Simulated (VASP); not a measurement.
Here is a VASP 6.6.1 calculation.

INCAR

```
SYSTEM = Ca
PREC = Accurate
ENCUT = 520
EDIFF = 1E-6
ISMEAR = -1
SIGMA = 0.1
LREAL = .FALSE.
LASPH = .TRUE.
NELM = 100
ALGO = Normal
ISIF = 2
LWAVE = .FALSE.
LCHARG = .FALSE.
GGA = B5
ALDAX = 1.0
AGGAX = 1.0
AGGAC = 1.0
ALDAC = 0.0
NBANDS = 17
```

KPOINTS

```
regular mesh
0
G
  11 11 6
  0 0 0
```

File POSCAR:

```
Ca
1.0
    4.0240204956      0.0000000000      0.0000000000
   -2.0120102478      3.4849039745      0.0000000000
    0.0000000000      0.0000000000      6.6030245283
Ca
2
Direct
    0.3333333333      0.6666666667      0.2500000000
    0.6666666667      0.3333333333      0.7500000000
```

Potentials or basis: VASP PAW PBE potentials, release 64 (Ca_sv).

Command:

```sh
$ cat potpaw_PBE.64/Ca_sv/POTCAR > POTCAR
$ mpirun -np 1 vasp_std > vasp.out
```

Task: Estimate the band gap on the k mesh.

Result: Zero (band 10 reaches 2.26 eV, above the bottom of band 11 at 1.91 eV).

Task: What does it give for the pressure?

Result: -1.1 GPa.

Stress tensor (GPa, compression positive):
```
-1.02  0.00  0.00
 0.00 -1.02  0.00
 0.00  0.00 -1.13
```

Caveat: the PAW data sets were made with another functional, which shifts forces and pressure a little.
